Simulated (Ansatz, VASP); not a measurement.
# Two plane-wave programs on SiNi3

INCAR

```
  PREC = Accurate
  ENCUT = 520
  EDIFF = 1E-7
  ISMEAR = 0
  SIGMA = 0.15
  LREAL = False
  LASPH = True
  NELM = 80
  ALGO = Fast
  ISIF = 2
  LWAVE = False
  LCHARG = False
  GGA = PE
  NBANDS = 25
```

File KPOINTS:

```
Automatic mesh
0
Gamma
  14 14 14
```

The input POSCAR:

```
SiNi3
1.0
    3.6815726229      0.0000000000      0.0000000000
    0.0000000000      3.6815726229      0.0000000000
    0.0000000000      0.0000000000      3.3309466589
Si Ni
1 3
Direct
    0.0000000000      0.0000000000      0.0000000000
    0.0000000000      0.5000000000      0.5000000000
    0.5000000000      0.0000000000      0.5000000000
    0.5000000000      0.5000000000      0.0000000000
```

Input for Ansatz:

```yaml
crystal:
  lattice:
    - [3.6815726229, 0.0, 0.0]
    - [0.0, 3.6815726229, 0.0]
    - [0.0, 0.0, 3.3309466589]
  atoms:
    - { symbol: Si, position: [0.0, 0.0, 0.0] }
    - { symbol: Ni, position: [0.0, 0.5, 0.5] }
    - { symbol: Ni, position: [0.5, 0.0, 0.5] }
    - { symbol: Ni, position: [0.5, 0.5, 0.0] }
basis:
  ecutwfc: 420
kpoints:
  mp_grid: { grid: [14, 14, 14] }
hamiltonian:
  xc: pbe
scf:
  occupations: { method: gaussian, width: 0.15 }
output:
  forces: true
  stress: true
  eigenvalues: true
```

Change from the starting cell: strain +0.050 along x and y, -0.050 along z, atoms carried along.

Alike in both runs: task single point; functional PBE; k mesh 14 × 14 × 14; occupations gaussian, width 0.15 eV; no spin polarisation.

```csv
,VASP,Ansatz
version,VASP 6.6.1,Ansatz 0.2.0
potentials or method,"VASP PAW PBE potentials, release 64 (Si, Ni), cutoff 520 eV","scalar-relativistic, plane waves, PAW"
valence electrons in the cell,34,58
```

|  | VASP | Ansatz | Ansatz less VASP |
| --- | --- | --- | --- |
| gap on the k mesh at the Fermi level (eV) | none | none | - |
| pressure (GPa) | -8.1 | -8.2 | -0.07 |
| traceless stress, the component that is largest in VASP (GPa) | 6.82 | 6.99 | +0.163 |

A gap of «none» marks a metal or a gap that the smearing closes. The functional is the same, so the differences come from potentials, cutoffs and numerics. VASP's potentials hold 34 valence electrons a cell and Ansatz's 58, so a difference there can come from the potentials and not from the codes.
